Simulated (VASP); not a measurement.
A run of VASP 6.6.1 is set up as follows.

The input INCAR:

```
SYSTEM = Cd
  ALGO = Normal
  EDIFF = 1E-6
  ENCUT = 520
  GGA = PE
  ISIF = 2
  ISMEAR = -1
  LASPH = .True.
  LCHARG = .False.
  LREAL = .False.
  LWAVE = .False.
  NBANDS = 19
  NELM = 100
  PREC = Accurate
  SIGMA = 0.05
```

The input KPOINTS:

```
k-points
0
Gamma
  14 14 7
  0 0 0
```

Contents of POSCAR:

```
Cd
1.0
    3.0384499583      0.0000000000      0.0000000000
   -1.5192249791      2.6313748519      0.0000000000
    0.0000000000      0.0000000000      5.6176500000
Cd
2
Direct
    0.3333333333      0.6666666667      0.2500000000
    0.6666666667      0.3333333333      0.7500000000
```

Potentials or basis: VASP PAW PBE potentials, release 64 (Cd).

Command:

```sh
$ cat potpaw_PBE.64/Cd/POTCAR > POTCAR
$ mpirun -np 1 vasp_std > vasp.out
```

Question: Predict the band gap on the k mesh.

Answer: Zero (band 12 reaches 3.87 eV, above the bottom of band 13 at -0.10 eV).

Question: Predict the pressure.

Answer: 0.9 GPa.

Stress tensor (GPa, compression positive):
```
0.91 0.00 0.00
0.00 0.91 0.00
0.00 0.00 0.77
```

Caveat: the cell differs from its parent crystal (equal xx and yy strain of +2 %).
